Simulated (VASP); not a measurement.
Write the native input for VASP 6.6.1 that does the following.

| Property | Result |
| --- | --- |
| Task | single point |
| Functional | PBEsol |
| Potentials or basis | VASP PAW PBE potentials, release 64 (W_sv, Se) |
| Cutoff | 520 eV |
| k mesh | 12 × 12 × 2 |
| Occupations | gaussian, width 0.05 eV |
| Spin | no spin polarisation |
| Dipole correction | no |
| Further INCAR settings | ALGO = Normal; EDIFF = 1e-07; NBANDS = 20 |

The structure of WSe2 lies in POSCAR:

```
WSe2
1.0
    3.3193064686      0.0000000000      0.0000000000
   -1.6596532343      2.8746037247      0.0000000000
    0.0000000000      0.0000000000     17.1610535863
W Se
1 2
Direct
    0.0000000000      0.0000000000      0.0000000000
    0.3333333333      0.6666666667      0.1003992715
    0.3333333333      0.6666666667      0.8996007285
```

This cell differs from its parent crystal: strain +0.015 along x and y, +0.030 along z.

These files were run (other wordings do the same):

INCAR

```
SYSTEM = WSe2
  PREC = Accurate
  ENCUT = 520
  EDIFF = 1E-7
  ISMEAR = 0
  SIGMA = 0.05
  LREAL = .False.
  LASPH = .True.
  NELM = 100
  ALGO = Normal
  ISIF = 2
  LWAVE = .False.
  LCHARG = .True.
  GGA = PS
  LELF = .True.
  LVHAR = .True.
  NBANDS = 20
```

KPOINTS

```
regular mesh
0
Gamma
  12 12 2
  0 0 0
```

Potentials or basis: VASP PAW PBE potentials, release 64 (W_sv, Se).

Launch:

```console
$ cat potpaw_PBE.64/W_sv/POTCAR potpaw_PBE.64/Se/POTCAR > POTCAR
$ mpirun -np 1 vasp_std > vasp.out
```

It gave:

```yaml
Largest_force: 1.062 eV/Å
Band_gap_on_the_k_mesh: 1.53 eV, indirect (least direct gap 1.63 eV)
```

Caveat: the cell differs from its parent crystal (strain +0.015 along x and y, +0.030 along z); the PAW data sets were made with another functional, which shifts forces and pressure a little; spin-orbit coupling is left out, which moves the levels of the heavy elements.

Wall time 96 s on 1 thread of Intel(R) Xeon(R) 6975P-C (Granite Rapids), on a shared host, peak memory 0.37 GiB.
